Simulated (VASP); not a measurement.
## Rh: relaxation of cell and atoms with PBE

The system is Rh.

```xyz
1
Lattice="-1.5527 1.5527 1.5527 1.5527 -1.5527 1.5527 1.5527 1.5527 -1.5527" Properties=species:S:1:pos:R:3 pbc="T T T"
Rh    0.0000    0.0000    0.0000
```

This isn't the form of Rh at room conditions, which is fcc.

- Program: VASP 6.6.1
- Task: relaxation of cell and atoms
- Functional: PBE
- Potentials or basis: VASP PAW PBE potentials, release 64 (Rh_pv)
- Cutoff: 600 eV
- k mesh: 18 × 18 × 18
- Occupations: fermi-dirac, width 0.1 eV
- Spin: no spin polarisation
- Target pressure: -6.8 GPa
- Dipole correction: no
- Further INCAR settings: ALGO = Normal; EDIFF = 1e-06; IBRION = 2; EDIFFG = -0.005; NSW = 32; ISIF = 3

The relaxed volume is 14.96 Å³/atom, the relaxed cell is a = 2.689 Å, b = 2.689 Å, c = 2.689 Å, α = 109.47°, β = 109.47°, γ = 109.47° and the space group after relaxing (to 0.1 Å) is Im-3m (No. 229). The energy change on relaxing (the run minimises the enthalpy) is -0.3 meV/atom and the ionic steps are 3. The pressure after relaxing is -6.8 GPa and the band gap on the k mesh is zero (an odd number of electrons rules out a gap without spin polarisation).

Step by step:
| step | energy change (eV) | largest force (eV/Å) | pressure (GPa) | volume (Å³) |
| --- | --- | --- | --- | --- |
| 1 | 0.0000 | 0.0000 | -6.90 | 14.97 |
| 2 | -0.0009 | 0.0000 | -6.65 | 14.95 |
| 3 | -0.0003 | 0.0000 | -6.80 | 14.96 |

Final structure:
```
Rh
1.0
    -1.55238    1.55238    1.55238
     1.55238   -1.55238    1.55238
     1.55238    1.55238   -1.55238
Rh
1
Direct
  0.00000 0.00000 0.00000
```

Levels at points of the mesh, in eV from the Fermi level:
| k point | band 6 | band 7 | band 8 | band 9 | band 10 | band 11 |
| --- | --- | --- | --- | --- | --- | --- |
| (0.00, 0.00, 0.00) | -2.63 | -2.63 | -0.41 | -0.41 | 18.35 | 18.35 |
| (0.50, 0.00, 0.00) | -0.48 | -0.11 | 1.36 | 1.42 | 8.64 | 14.47 |
| (0.50, 0.50, 0.50) | 0.97 | 0.97 | 0.97 | 9.15 | 9.15 | 9.15 |

It took 85 s on 1 thread of Intel Xeon 8259CL, on a shared host, peak memory 0.17 GiB.

Caveat: the cell is relaxed towards a set pressure, so the run minimises the enthalpy, not the energy.
